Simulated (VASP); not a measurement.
# Os (Im-3m) in VASP: notebook, part 2 of 2

VASP 6.6.1. The steps go on from the part before.

## (5) Single point, PBEsol

This run uses another cell than the first one, of 14.35 Å³/atom, 0.923 times its volume.

INCAR

```
PREC = Accurate ; ENCUT = 520
EDIFF = 1E-6 ; ISMEAR = 0
SIGMA = 0.1 ; LREAL = False
LASPH = True ; NELM = 100
ALGO = Fast ; ISIF = 2
LWAVE = False ; LCHARG = True
GGA = PS ; LELF = True
LVHAR = True ; NBANDS = 10
```

KPOINTS

```
Automatic mesh
0
Gamma
  26 26 26
```

POSCAR

```
Os
1.0
   -1.5308618863      1.5308618863      1.5308618863
    1.5308618863     -1.5308618863      1.5308618863
    1.5308618863      1.5308618863     -1.5308618863
Os
1
Direct
    0.0000000000      0.0000000000      0.0000000000
```

Potentials or basis: VASP PAW PBE potentials, release 64 (Os).

Run with:

```console
> cat potpaw_PBE.64/Os/POTCAR > POTCAR
> mpirun -np 1 vasp_std > vasp.out
```

OUTCAR:

```text
PREC = Accurate
   ENCUT = 520
   EDIFF = 1E-6
   ISMEAR = 0
   LREAL = False
   LASPH = True
   NELM = 100
   ISIF = 2
   GGA = PS

 ion  position               nearest neighbor table
   1  0.000  0.000  0.000-

  LATTYP: Found a body centered cubic cell.
 ALAT       =     3.0617237726

  Lattice vectors:

 A1 = (  -1.5308618863,   1.5308618863,   1.5308618863)
 A2 = (   1.5308618863,  -1.5308618863,   1.5308618863)
 A3 = (   1.5308618863,   1.5308618863,  -1.5308618863)

Analysis of symmetry for initial positions (statically):
=====================================================================
 Subroutine PRICEL returns:
 Original cell was already a primitive cell.

 Routine SETGRP: Setting up the symmetry group for a
 body centered cubic supercell.

 Subroutine GETGRP returns: Found 48 space group operations
 (whereof 48 operations were pure point group operations)
 out of a pool of 48 trial point group operations.

The static configuration has the point symmetry O_h .

Analysis of symmetry for dynamics (positions and initial velocities):
=====================================================================
 Subroutine PRICEL returns:
 Original cell was already a primitive cell.

 Routine SETGRP: Setting up the symmetry group for a
 body centered cubic supercell.

 Subroutine GETGRP returns: Found 48 space group operations
 (whereof 48 operations were pure point group operations)
 out of a pool of 48 trial point group operations.

The dynamic configuration has the point symmetry O_h .

 Subroutine INISYM returns: Found 48 space group operations
 (whereof 48 operations are pure point group operations),
 and found     1 'primitive' translations

----------------------------------------------------------------------------------------

                                     Primitive cell

  volume of cell :      14.3505

  direct lattice vectors                    reciprocal lattice vectors
    -1.530861886  1.530861886  1.530861886     0.000000000  0.326613396  0.326613396
     1.530861886 -1.530861886  1.530861886     0.326613396  0.000000000  0.326613396
     1.530861886  1.530861886 -1.530861886     0.326613396  0.326613396  0.000000000

  length of vectors
     2.651530566  2.651530566  2.651530566     0.461901095  0.461901095  0.461901095

  position of ions in fractional coordinates (direct lattice)
     0.000000000  0.000000000  0.000000000

  ion indices of the primitive-cell ions
   primitive index   ion index
                 1           1

----------------------------------------------------------------------------------------

 KPOINTS: Automatic mesh

Automatic generation of k-mesh.
 Grid dimensions read from file:
 generate k-points for:   26   26   26

 Generating k-lattice:

  Cartesian coordinates                     Fractional coordinates (reciprocal lattice)
     0.000000000  0.012562054  0.012562054     0.038461538  0.000000000  0.000000000
     0.012562054  0.000000000  0.012562054     0.000000000  0.038461538  0.000000000
     0.012562054  0.012562054  0.000000000     0.000000000  0.000000000  0.038461538

  Length of vectors
     0.017765427  0.017765427  0.017765427

  Shift w.r.t. Gamma in fractional coordinates (k-lattice)
     0.000000000  0.000000000  0.000000000

 Subroutine IBZKPT returns following result:
 ===========================================

 Found    511 irreducible k-points:

 Following reciprocal coordinates:
            Coordinates               Weight
  0.000000  0.000000  0.000000      1.000000
  0.038462  0.000000  0.000000     12.000000
  0.076923  0.000000  0.000000     12.000000
  0.115385  0.000000  0.000000     12.000000
  0.153846  0.000000  0.000000     12.000000
  0.192308  0.000000  0.000000     12.000000
[... 16 lines left out ...]
  0.346154  0.038462  0.000000     48.000000
  0.384615  0.038462  0.000000     48.000000
 [... further k-points ...]
   k-points           NKPTS =    511   k-points in BZ     NKDIM =    511   number of bands    NBANDS=     10
   number of dos      NEDOS =    301   number of ions     NIONS =      1
   total plane-waves  NPLWV =   8000
   dimension x,y,z NGX =    20 NGY =   20 NGZ =   20
   dimension x,y,z NGXF=    40 NGYF=   40 NGZF=   40
   ions per type =               1
   NGX,Y,Z   is equivalent  to a cutoff of  12.54, 12.54, 12.54 a.u.
   NGXF,Y,Z  is equivalent  to a cutoff of  25.08, 25.08, 25.08 a.u.
 SYSTEM =  unknown system
   PREC   = accura    normal or accurate (medium, high low for compatibility)
   ISTART =      0    job   : 0-new  1-cont  2-samecut
   ICHARG =      2    charge: 1-file 2-atom 10-const
   ISPIN  =      1    spin polarized calculation?
   LNONCOLLINEAR =      F non collinear calculations
   LSORBIT =      F    spin-orbit coupling
   LASPH  =      T    aspherical Exc in radial PAW
   ENCUT  =  520.0 eV  38.22 Ry    6.18 a.u.   4.93  4.93  4.93*2*pi/ulx,y,z
   NELM   =    100;   NELMIN=  2; NELMDL= -5     # of ELM steps
   EDIFF  = 0.1E-05   stopping-criterion for ELM
   LREAL  =      F    real-space projection
   EDIFFG = 0.1E-04   stopping-criterion for IOM
   NSW    =      0    number of steps for IOM
   IBRION =     -1    ionic relax: 0-MD 1-quasi-New 2-CG
   NFREE  =      0    steps in history (QN), initial steepest desc. (CG)
   ISIF   =      2    stress and relaxation
   ISYM   =      2    0-nonsym 1-usesym 2-fastsym
   POTIM  = 0.5000    time-step for ionic-motion
   TEBEG  =    0.0;   TEEND  =   0.0 temperature during run
   PSTRESS=    0.0 pullay stress
   NELECT =       8.0000    total number of electrons
   NUPDOWN=      -1.0000    fix difference up-down
   EMIN   =  10.00;   EMAX   =-10.00  energy-range for DOS
   EFERMI =   0.00;   METHOD = LEGACY
   ISMEAR =     0;   SIGMA  =   0.10  broadening in eV -4-tet -1-fermi 0-gaus
   EFERMI_NEDOS =   21; number of points for ismear=-14 and -15
   IALGO  =     68    algorithm
   IMIX   =      4    mixing-type and parameters
     AMIX     =   0.40;   BMIX     =  1.00
     AMIX_MAG =   1.60;   BMIX_MAG =  1.00
  volume/ion in A,a.u.               =      14.35        96.84
  Fermi-wavevector in a.u.,A,eV,Ry     =   1.347355  2.546132 24.699560  1.815366
  Thomas-Fermi vector in A             =   2.475113
   LORBIT       =      0    0 simple, 1 ext, 2 COOP (PROOUT), +10 PAW based schemes
   GGA     = PS    functional components
   LHFCALC =     F    Hartree Fock is set to
   AEXX    =    0.0000 exact exchange contribution
   IVDW    =     0    specifies the selected vdW correction
   LEPSILON=     F    determine dielectric tensor
   LRPA    =     F    only Hartree local field effects (RPA)
 non-spin polarized calculation
 RMM-DIIS sequential band-by-band and
 Gauss-broadening in eV      SIGMA  =   0.10
  energy-cutoff  :      520.00
  volume of cell :       14.35
 maximum number of plane-waves:       399
   NGX =  9   NGY =  9   NGZ =  9

 number of electron       8.0000001 magnetization

 Free energy of the ion-electron system (eV)
  ---------------------------------------------------
  ext. energy  EPLUGINS =         0.00000000
  ---------------------------------------------------
  free energy    TOTEN  =       -11.32059206 eV

  energy without entropy =      -11.31335515  energy(sigma->0) =      -11.31697361

 E-fermi :   9.1946     XC(G=0): -13.9966

 val. band max:        9.1887845927   @ k =   0.1538   0.0769   0.0769
 cond. band min:       9.1967274229   @ k =  -0.2692   0.3077   0.0769
 fundamental gap:      0.0079428302
 Fermi energy:         9.1945612673

 k-point     1 :       0.0000    0.0000    0.0000
  band No.  band energies     occupation
      1      -1.8365      2.00000
      2       5.8125      2.00000
      3       5.8125      2.00000
      4       5.8125      2.00000
      5       9.1243      1.67974
      6       9.1243      1.67974
      7      25.4459      0.00000
      8      25.4459      0.00000
      9      25.4459      0.00000
     10      37.4535      0.00000
[... 287 lines left out ...]
 k-point    24 :       0.3846    0.0385    0.0000
  band No.  band energies     occupation
      1       1.4629      2.00000
      2       3.8854      2.00000
      3       7.3796      2.00000
      4       9.0754      1.90800
      5       9.7371      0.00000
      6      11.6996      0.00000
      7      19.9189      0.00000
      8      22.3633      0.00000
      9      27.6464      0.00000
     10      34.4331      0.00000

 [... further k-points ...]

------------------------ aborting loop because EDIFF is reached ----------------------------------------

  FORCE on cell =-STRESS in cart. coord.  units (eV):
  Direction    XX          YY          ZZ          XY          YZ          ZX
  --------------------------------------------------------------------------------------
  -------------------------------------------------------------------------------------
  Total        0.0634666      0.0634666      0.0634666     -0.0000000      0.0000000     -0.0000000
  in kB        7.0857798      7.0857798      7.0857798     -0.0000000      0.0000000     -0.0000000
  external PRESSURE =       7.0857798 kB  Pullay stress =       0.0000000 kB

 VOLUME and BASIS-vectors are now :
 -----------------------------------------------------------------------------
  energy-cutoff  :      520.00
  volume of cell :       14.35
      direct lattice vectors                 reciprocal lattice vectors
    -1.530861886  1.530861886  1.530861886     0.000000000  0.326613396  0.326613396
     1.530861886 -1.530861886  1.530861886     0.326613396  0.000000000  0.326613396
     1.530861886  1.530861886 -1.530861886     0.326613396  0.326613396  0.000000000

 POSITION                                       TOTAL-FORCE (eV/Angst)
 -----------------------------------------------------------------------------------
      0.00000      0.00000      0.00000        -0.000000      0.000000     -0.000000
 -----------------------------------------------------------------------------------
    total drift:                                0.000000      0.000000      0.000000

  FREE ENERGIE OF THE ION-ELECTRON SYSTEM (eV)
  ---------------------------------------------------
  free  energy   TOTEN  =       -11.3205920607 eV

  energy  without entropy=      -11.3133551537  energy(sigma->0) =      -11.31697361
```

OSZICAR:

```text
N       E                     dE             d eps       ncg     rms          rms(c)
DAV:   1     0.354111796990E+02    0.35411E+02   -0.42287E+03 10484   0.744E+02
DAV:   2    -0.108910866435E+02   -0.46302E+02   -0.43530E+02 10502   0.198E+02
DAV:   3    -0.120037796129E+02   -0.11127E+01   -0.11027E+01 11964   0.286E+01
DAV:   4    -0.120067931349E+02   -0.30135E-02   -0.30129E-02 11340   0.167E+00
DAV:   5    -0.120068033320E+02   -0.10197E-04   -0.10198E-04 11478   0.881E-02    0.174E+01
RMM:   6    -0.114719419292E+02    0.53486E+00   -0.27167E-01 10249   0.404E+00    0.773E+00
RMM:   7    -0.113240746411E+02    0.14787E+00   -0.26720E-01 10378   0.353E+00    0.648E-01
RMM:   8    -0.113232147861E+02    0.85986E-03   -0.91954E-03 11078   0.122E+00    0.861E-01
RMM:   9    -0.113225816073E+02    0.63318E-03   -0.12203E-03 11481   0.265E-01    0.192E-01
RMM:  10    -0.113206875707E+02    0.18940E-02   -0.24448E-03 10891   0.522E-01    0.668E-01
RMM:  11    -0.113206033651E+02    0.84206E-04   -0.79829E-05 11465   0.126E-01    0.412E-01
RMM:  12    -0.113205936679E+02    0.96972E-05   -0.92384E-06 11592   0.209E-02    0.214E-01
RMM:  13    -0.113205915091E+02    0.21588E-05   -0.32730E-06 11256   0.159E-02    0.230E-02
RMM:  14    -0.113205920607E+02   -0.55159E-06   -0.83282E-07  8447   0.798E-03
   1 F= -.11320592E+02 E0= -.11316974E+02  d E =-.723691E-02
```

It took 26 s on 1 thread of Intel Xeon 6975P-C (Granite Rapids), shared host; peak memory 0.19 GiB.

What came out:

* Free energy: -11.3206 eV
* Pressure: 0.7 GPa
* Band gap on the k mesh: zero (band 4 reaches 11.67 eV, above the bottom of band 5 at 6.90 eV)

Caveat: the PAW data sets were made with another functional, which shifts forces and pressure a little; spin-orbit coupling is left out, which moves the levels of the heavy elements.

## (6) The runs side by side

| task | cell | k mesh | cutoff (eV) | gap on the mesh (eV) | pressure (GPa) |
| --- | --- | --- | --- | --- | --- |
| single point | a = 2.723 Å, angles 109.5°, 1 atom | 8 × 8 × 8 | 520 | none | -25.5 |
| single point | a = 2.651 Å, angles 109.5°, 1 atom | 8 × 8 × 8 | 520 | none | 0.6 |
| relaxation of cell and atoms | relaxed from a = 2.723 Å, angles 109.5°, 1 atom | 8 × 8 × 8 | 600 | none | 0.0 |
| single point | a = 2.652 Å, angles 109.5°, 1 atom | 26 × 26 × 26 | 520 | none | 0.7 |

Alike in all rows: level PBEsol; potentials or basis VASP PAW PBE potentials, release 64 (Os); no spin polarisation; smearing gaussian 0.1 eV.

Caveats: some runs use coarse meshes; the PAW data sets were made with another functional, which shifts forces and pressure a little; spin-orbit coupling is left out, which moves the levels of the heavy elements.

Absolute energies hang on the potentials; compare differences alone.
